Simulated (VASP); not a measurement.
# Se (Im-3m) in VASP: a series of runs

The runs below take Se through single point, with LDA.

Program: VASP 6.6.1. These are calculated values, not measurements. Logs are shortened: lines on timing, memory, paths and dates and some standing lists are left out, and cuts for length are marked.

## Step 1: The cell of the first run

Symmetry: Im-3m, No. 229, cubic system. Conventional cell: a = 3.121 Å, b = 3.121 Å, c = 3.121 Å, α = 90.00°, β = 90.00°, γ = 90.00°. Se (site symmetry m-3m) has 14 Se at 2.70 to 3.12 Å within 3.6 Å.

This isn't the form of Se at room conditions, which is trigonal, of chains.

## Step 2: Single point, LDA (15.20 Å³/atom)

Contents of POSCAR:

```
Se
1.0
   -1.5605368272      1.5605368272      1.5605368272
    1.5605368272     -1.5605368272      1.5605368272
    1.5605368272      1.5605368272     -1.5605368272
Se
1
Direct
    0.0000000000      0.0000000000      0.0000000000
```

Contents of INCAR.step1:

```
PREC     = Accurate       # precision mode
ENCUT    = 520            # plane-wave cutoff, eV
EDIFF    = 1E-6           # SCF threshold, eV
ISMEAR   = -1             # smearing method
SIGMA    = 0.08           # smearing width, eV
LREAL    = False          # projectors in reciprocal space
LASPH    = True           # aspherical terms in the spheres
NELM     = 60             # most SCF steps
ALGO     = Normal         # electronic algorithm
ISIF     = 2              # what is computed and relaxed
LWAVE    = False          # write WAVECAR
LCHARG   = True           # write CHGCAR
NBANDS   = 9              # bands
```

Contents of KPOINTS.step1:

```
Automatic mesh
0
Gamma
  15 15 15
```

Contents of INCAR.step2:

```
PREC     = Accurate       # precision mode
ENCUT    = 520            # plane-wave cutoff, eV
EDIFF    = 1E-6           # SCF threshold, eV
ISMEAR   = -5             # smearing method
SIGMA    = 0.08           # smearing width, eV
LREAL    = False          # projectors in reciprocal space
LASPH    = True           # aspherical terms in the spheres
NELM     = 60             # most SCF steps
ALGO     = Normal         # electronic algorithm
ISIF     = 2              # what is computed and relaxed
LWAVE    = False          # write WAVECAR
LCHARG   = False          # write CHGCAR
LORBIT   = 11             # projections on sites
NBANDS   = 9              # bands
NEDOS    = 1001           # points of the DOS
ICHARG   = 11             # starting density
```

Contents of KPOINTS.step2:

```
Automatic mesh
0
Gamma
  23 23 23
```

Potentials or basis: VASP PAW LDA potentials, release 64 (Se).

Command:

```
$ cat potpaw_LDA.64/Se/POTCAR > POTCAR
$ cp INCAR.step1 INCAR
$ cp KPOINTS.step1 KPOINTS
$ mpirun -np 1 vasp_std > vasp.out
$ cp INCAR.step2 INCAR
$ cp KPOINTS.step2 KPOINTS
$ mpirun -np 1 vasp_std > vasp.out
```

OUTCAR:

```text
PREC = Accurate
   ENCUT = 520
   EDIFF = 1E-6
   ISMEAR = -5
   LREAL = False
   LASPH = True
   NELM = 60
   ISIF = 2
   LORBIT = 11
   ICHARG = 11

 ion  position               nearest neighbor table
   1  0.000  0.000  0.000-

  LATTYP: Found a body centered cubic cell.
 ALAT       =     3.1210736544

  Lattice vectors:

 A1 = (  -1.5605368272,   1.5605368272,   1.5605368272)
 A2 = (   1.5605368272,  -1.5605368272,   1.5605368272)
 A3 = (   1.5605368272,   1.5605368272,  -1.5605368272)

Analysis of symmetry for initial positions (statically):
=====================================================================
 Subroutine PRICEL returns:
 Original cell was already a primitive cell.

 Routine SETGRP: Setting up the symmetry group for a
 body centered cubic supercell.

 Subroutine GETGRP returns: Found 48 space group operations
 (whereof 48 operations were pure point group operations)
 out of a pool of 48 trial point group operations.

The static configuration has the point symmetry O_h .

Analysis of symmetry for dynamics (positions and initial velocities):
=====================================================================
 Subroutine PRICEL returns:
 Original cell was already a primitive cell.

 Routine SETGRP: Setting up the symmetry group for a
 body centered cubic supercell.

 Subroutine GETGRP returns: Found 48 space group operations
 (whereof 48 operations were pure point group operations)
 out of a pool of 48 trial point group operations.

The dynamic configuration has the point symmetry O_h .

 Subroutine INISYM returns: Found 48 space group operations
 (whereof 48 operations are pure point group operations),
 and found     1 'primitive' translations

----------------------------------------------------------------------------------------

                                     Primitive cell

  volume of cell :      15.2013

  direct lattice vectors                    reciprocal lattice vectors
    -1.560536827  1.560536827  1.560536827     0.000000000  0.320402564  0.320402564
     1.560536827 -1.560536827  1.560536827     0.320402564  0.000000000  0.320402564
     1.560536827  1.560536827 -1.560536827     0.320402564  0.320402564  0.000000000

  length of vectors
[... 85 lines left out ...]
   NSW    =      0    number of steps for IOM
   IBRION =     -1    ionic relax: 0-MD 1-quasi-New 2-CG
   NFREE  =      0    steps in history (QN), initial steepest desc. (CG)
   ISIF   =      2    stress and relaxation
   ISYM   =      2    0-nonsym 1-usesym 2-fastsym
   POTIM  = 0.5000    time-step for ionic-motion
   TEBEG  =    0.0;   TEEND  =   0.0 temperature during run
   PSTRESS=    0.0 pullay stress
   NELECT =       6.0000    total number of electrons
   NUPDOWN=      -1.0000    fix difference up-down
   EMIN   =  10.00;   EMAX   =-10.00  energy-range for DOS
   EFERMI =   0.00;   METHOD = LEGACY
   ISMEAR =    -5;   SIGMA  =   0.08  broadening in eV -4-tet -1-fermi 0-gaus
   EFERMI_NEDOS =   21; number of points for ismear=-14 and -15
   IALGO  =     38    algorithm
   IMIX   =      4    mixing-type and parameters
     AMIX     =   0.40;   BMIX     =  1.00
     AMIX_MAG =   1.60;   BMIX_MAG =  1.00
  volume/ion in A,a.u.               =      15.20       102.58
  Fermi-wavevector in a.u.,A,eV,Ry     =   1.200875  2.269325 19.620980  1.442101
  Thomas-Fermi vector in A             =   2.336699
   LORBIT       =     11    0 simple, 1 ext, 2 COOP (PROOUT), +10 PAW based schemes
   GGA     = CA    functional components
   LHFCALC =     F    Hartree Fock is set to
   AEXX    =    0.0000 exact exchange contribution
   IVDW    =     0    specifies the selected vdW correction
   LEPSILON=     F    determine dielectric tensor
   LRPA    =     F    only Hartree local field effects (RPA)
 non-spin polarized calculation
 Fermi weights with tetrahedron method with Bloechl corrections
  energy-cutoff  :      520.00
  volume of cell :       15.20
 maximum number of plane-waves:       422

 number of electron       5.9999998 magnetization

 Free energy of the ion-electron system (eV)
  ---------------------------------------------------
  ext. energy  EPLUGINS =         0.00000000
  ---------------------------------------------------
  free energy    TOTEN  =        -3.40323004 eV

  energy without entropy =       -3.40323004  energy(sigma->0) =       -3.40323004

 E-fermi :   9.7733     XC(G=0): -12.0973

 val. band max:        9.9327378724   @ k =  -0.1739   0.1739   0.1739
 cond. band min:       9.5667525270   @ k =  -0.2174   0.2174   0.2174
 fundamental gap:     -0.3659853454
 Fermi energy:         9.7733261411

 k-point     1 :       0.0000    0.0000    0.0000
  band No.  band energies     occupation
      1      -9.4764      2.00000
      2      14.4492      0.00000
      3      14.4492      0.00000
      4      14.4492      0.00000
      5      22.9247      0.00000
      6      22.9247      0.00000
      7      22.9247      0.00000
      8      25.5234      0.00000
      9      26.3135      0.00000
[... 265 lines left out ...]
 k-point    24 :       0.0870    0.0870    0.0000
  band No.  band energies     occupation
      1      -8.8266      2.00000
      2      11.1871     -0.05406
      3      12.9758      0.00000
      4      13.7754      0.00000
      5      21.1097      0.00000
      6      21.5416      0.00000
      7      24.2319      0.00000
      8      24.6142      0.00000
      9      26.5931      0.00000

 [... further k-points ...]

------------------------ aborting loop because EDIFF is reached ----------------------------------------

  FORCE on cell =-STRESS in cart. coord.  units (eV):
  Direction    XX          YY          ZZ          XY          YZ          ZX
  --------------------------------------------------------------------------------------
  -------------------------------------------------------------------------------------
  Total        3.1452466      3.1452466      3.1452466      0.0000000      0.0000000      0.0000000
  in kB      331.4997610    331.4997610    331.4997610      0.0000000      0.0000000      0.0000000
  external PRESSURE =     331.4997610 kB  Pullay stress =       0.0000000 kB

 VOLUME and BASIS-vectors are now :
 -----------------------------------------------------------------------------
  energy-cutoff  :      520.00
  volume of cell :       15.20
      direct lattice vectors                 reciprocal lattice vectors
    -1.560536827  1.560536827  1.560536827     0.000000000  0.320402564  0.320402564
     1.560536827 -1.560536827  1.560536827     0.320402564  0.000000000  0.320402564
     1.560536827  1.560536827 -1.560536827     0.320402564  0.320402564  0.000000000

 POSITION                                       TOTAL-FORCE (eV/Angst)
 -----------------------------------------------------------------------------------
      0.00000      0.00000      0.00000         0.000000      0.000000     -0.000000
 -----------------------------------------------------------------------------------
    total drift:                                0.000000      0.000000     -0.000000

  FREE ENERGIE OF THE ION-ELECTRON SYSTEM (eV)
  ---------------------------------------------------
  free  energy   TOTEN  =        -3.4032300382 eV

  energy  without entropy=       -3.4032300382  energy(sigma->0) =       -3.40323004

 total charge

# of ion       s       p       d       tot
------------------------------------------
    1        1.553   2.151   0.118   3.822
```

OSZICAR.step1:

```text
N       E                     dE             d eps       ncg     rms          rms(c)
DAV:   1     0.872579103397E+01    0.87258E+01   -0.30447E+03  2184   0.579E+02
DAV:   2    -0.317968702875E+01   -0.11905E+02   -0.11459E+02  2984   0.809E+01
DAV:   3    -0.340105975848E+01   -0.22137E+00   -0.21523E+00  2575   0.945E+00
DAV:   4    -0.340136341874E+01   -0.30366E-03   -0.30364E-03  2844   0.377E-01
DAV:   5    -0.340136356075E+01   -0.14201E-06   -0.14260E-06  2529   0.792E-03    0.596E+00
DAV:   6    -0.339828300297E+01    0.30806E-02   -0.17013E-04  2640   0.113E-01    0.358E+00
DAV:   7    -0.339657463956E+01    0.17084E-02   -0.37416E-04  2580   0.168E-01    0.274E-02
DAV:   8    -0.339657547029E+01   -0.83073E-06   -0.20740E-06  2556   0.962E-03
   1 F= -.33965755E+01 E0= -.33885096E+01  d E =-.161317E-01
```

Run time: 22 s. Hardware: 1 thread of Intel Xeon Platinum 8488C (Sapphire Rapids), shared host; peak memory 0.17 GiB.

Results:

| Quantity | Value |
| --- | --- |
| Valence electrons inside the program's atomic spheres | Se 3.82 |

Caveat: tetrahedron occupations give inexact forces and stress in metals.

## Step 3: Single point, LDA

This run uses another cell than the first one, of 19.00 Å³/atom.

Contents of POSCAR:

```
Se
1.0
   -1.6810373378      1.6810373378      1.6810373378
    1.6810373378     -1.6810373378      1.6810373378
    1.6810373378      1.6810373378     -1.6810373378
Se
1
Direct
    0.0000000000      0.0000000000      0.0000000000
```

Contents of INCAR.step1:

```
SYSTEM = Se
ALGO = Normal ; EDIFF = 1E-6
ENCUT = 520 ; ISIF = 2
ISMEAR = -1 ; LASPH = .TRUE.
LCHARG = .TRUE. ; LREAL = .FALSE.
LWAVE = .FALSE. ; NBANDS = 9
NELM = 60 ; PREC = Accurate
SIGMA = 0.08
```

Contents of KPOINTS.step1:

```
k-points
0
G
  15 15 15
  0 0 0
```

Contents of INCAR.step2:

```
SYSTEM = Se
ALGO = Normal ; EDIFF = 1E-6
ENCUT = 520 ; ICHARG = 11
ISIF = 2 ; ISMEAR = -5
LASPH = .TRUE. ; LCHARG = .FALSE.
LORBIT = 11 ; LREAL = .FALSE.
LWAVE = .FALSE. ; NBANDS = 9
NEDOS = 2001 ; NELM = 60
PREC = Accurate ; SIGMA = 0.08
```

Contents of KPOINTS.step2:

```
k-points
0
G
  23 23 23
  0 0 0
```

Potentials or basis: VASP PAW LDA potentials, release 64 (Se).

Command:

```
$ cat potpaw_LDA.64/Se/POTCAR > POTCAR
$ cp INCAR.step1 INCAR
$ cp KPOINTS.step1 KPOINTS
$ mpirun -np 1 vasp_std > vasp.out
$ cp INCAR.step2 INCAR
$ cp KPOINTS.step2 KPOINTS
$ mpirun -np 1 vasp_std > vasp.out
```

OUTCAR:

```text
SYSTEM = Se
   EDIFF = 1E-6
   ENCUT = 520
   ICHARG = 11
   ISIF = 2
   ISMEAR = -5
   LASPH = .TRUE.
   LORBIT = 11
   LREAL = .FALSE.
   NELM = 60
   PREC = Accurate

 ion  position               nearest neighbor table
   1  0.000  0.000  0.000-

  LATTYP: Found a body centered cubic cell.
 ALAT       =     3.3620746756

  Lattice vectors:

 A1 = (  -1.6810373378,   1.6810373378,   1.6810373378)
 A2 = (   1.6810373378,  -1.6810373378,   1.6810373378)
 A3 = (   1.6810373378,   1.6810373378,  -1.6810373378)

Analysis of symmetry for initial positions (statically):
=====================================================================
 Subroutine PRICEL returns:
 Original cell was already a primitive cell.

 Routine SETGRP: Setting up the symmetry group for a
 body centered cubic supercell.

 Subroutine GETGRP returns: Found 48 space group operations
 (whereof 48 operations were pure point group operations)
 out of a pool of 48 trial point group operations.

The static configuration has the point symmetry O_h .

Analysis of symmetry for dynamics (positions and initial velocities):
[... 172 lines left out ...]
      5      18.4074      0.00000
      6      19.0493      0.00000
      7      19.0493      0.00000
      8      19.0493      0.00000
      9      22.1001      0.00000
[... 265 lines left out ...]
 k-point    24 :       0.0870    0.0870    0.0000
  band No.  band energies     occupation
      1      -9.7816      2.00000
      2       7.1845     -0.08506
      3       8.8304      0.00000
      4       9.3187      0.00000
      5      17.4292      0.00000
      6      17.7933      0.00000
      7      19.5135      0.00000
      8      20.3388      0.00000
      9      22.0170      0.00000

 [... further k-points ...]

------------------------ aborting loop because EDIFF is reached ----------------------------------------

  FORCE on cell =-STRESS in cart. coord.  units (eV):
  Direction    XX          YY          ZZ          XY          YZ          ZX
  --------------------------------------------------------------------------------------
  -------------------------------------------------------------------------------------
  Total       -0.0219912     -0.0219912     -0.0219912     -0.0000000      0.0000000      0.0000000
  in kB       -1.8542498     -1.8542498     -1.8542498     -0.0000000      0.0000000      0.0000000
  external PRESSURE =      -1.8542498 kB  Pullay stress =       0.0000000 kB

 VOLUME and BASIS-vectors are now :
 -----------------------------------------------------------------------------
  energy-cutoff  :      520.00
  volume of cell :       19.00
      direct lattice vectors                 reciprocal lattice vectors
    -1.681037338  1.681037338  1.681037338     0.000000000  0.297435392  0.297435392
     1.681037338 -1.681037338  1.681037338     0.297435392  0.000000000  0.297435392
     1.681037338  1.681037338 -1.681037338     0.297435392  0.297435392  0.000000000

 POSITION                                       TOTAL-FORCE (eV/Angst)
 -----------------------------------------------------------------------------------
      0.00000      0.00000      0.00000        -0.000000      0.000000     -0.000000
 -----------------------------------------------------------------------------------
    total drift:                                0.000000      0.000000      0.000000

  FREE ENERGIE OF THE ION-ELECTRON SYSTEM (eV)
  ---------------------------------------------------
  free  energy   TOTEN  =        -3.7189216731 eV

  energy  without entropy=       -3.7189216731  energy(sigma->0) =       -3.71892167

 total charge

# of ion       s       p       d       tot
------------------------------------------
    1        1.543   2.058   0.061   3.662
```

OSZICAR.step1:

```text
N       E                     dE             d eps       ncg     rms          rms(c)
DAV:   1     0.810264621318E+01    0.81026E+01   -0.29654E+03  2160   0.577E+02
DAV:   2    -0.346540348421E+01   -0.11568E+02   -0.11263E+02  3067   0.762E+01
DAV:   3    -0.372049282575E+01   -0.25509E+00   -0.25147E+00  2532   0.101E+01
DAV:   4    -0.372094262207E+01   -0.44980E-03   -0.44973E-03  2925   0.485E-01
DAV:   5    -0.372094292125E+01   -0.29918E-06   -0.29875E-06  2565   0.110E-02    0.377E+00
DAV:   6    -0.371861520841E+01    0.23277E-02   -0.22701E-03  2442   0.232E-01    0.223E+00
DAV:   7    -0.371788072126E+01    0.73449E-03   -0.34560E-03  2433   0.290E-01    0.655E-02
DAV:   8    -0.371784919658E+01    0.31525E-04   -0.12261E-04  2308   0.598E-02    0.807E-03
DAV:   9    -0.371784947781E+01   -0.28123E-06   -0.11941E-06  2703   0.877E-03
   1 F= -.37178495E+01 E0= -.37081661E+01  d E =-.193668E-01
```

It took 24 s on 1 thread of Intel Xeon Platinum 8488C (Sapphire Rapids), shared host; peak memory 0.19 GiB.

What came out:

| Quantity | Value |
| --- | --- |
| Valence electrons inside the program's atomic spheres | Se 3.66 |

Levels at points of the mesh, in eV from the Fermi level:
```tsv
k point	band 1	band 2	band 3	band 4	band 5	band 6
(0.00, 0.00, 0.00)	-16.74	3.29	3.29	3.29	11.96	12.60
```

Caveat: tetrahedron occupations give inexact forces and stress in metals.
